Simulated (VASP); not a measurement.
Runs of VASP 6.6.1 on KF. The structure is that of space group Fm-3m (No. 225), or close to it. The cells are those of the table. 

| level | cell | smearing | gap on the mesh (eV) | pressure (GPa) |
| --- | --- | --- | --- | --- |
| r2SCAN | a = 3.751, b = 3.751, c = 3.760 Å, angles 59.9, 59.9, 60.2°, 2 atoms | gaussian 0.01 eV | (c) | 0.2 |
| PBE | a = 3.760, b = 3.760, c = 3.713 Å, angles 60.4, 60.4, 60.8°, 2 atoms | fermi-dirac 0.02 eV | 6.23 | (a) |
| r2SCAN | a = 3.788 Å, angles 58.2°, 2 atoms | gaussian 0.01 eV | (b) | 0.7 |
| r2SCAN | a = 3.760, b = 3.760, c = 3.713 Å, angles 60.4, 60.4, 60.8°, 2 atoms | gaussian 0.01 eV | 6.89 | 0.0 |

Alike in all rows: task single point; potentials or basis VASP PAW PBE potentials, release 64 (K_sv, F); no spin polarisation; k mesh 8 × 8 × 8; cutoff (eV) 520.

Task: Fill in the values left out.

Result: (a) 2.0; (b) 7.00; (c) 6.93.

Caveats: the PAW data sets were made with another functional, which shifts forces and pressure a little (some runs).

A k mesh can miss the band edges.
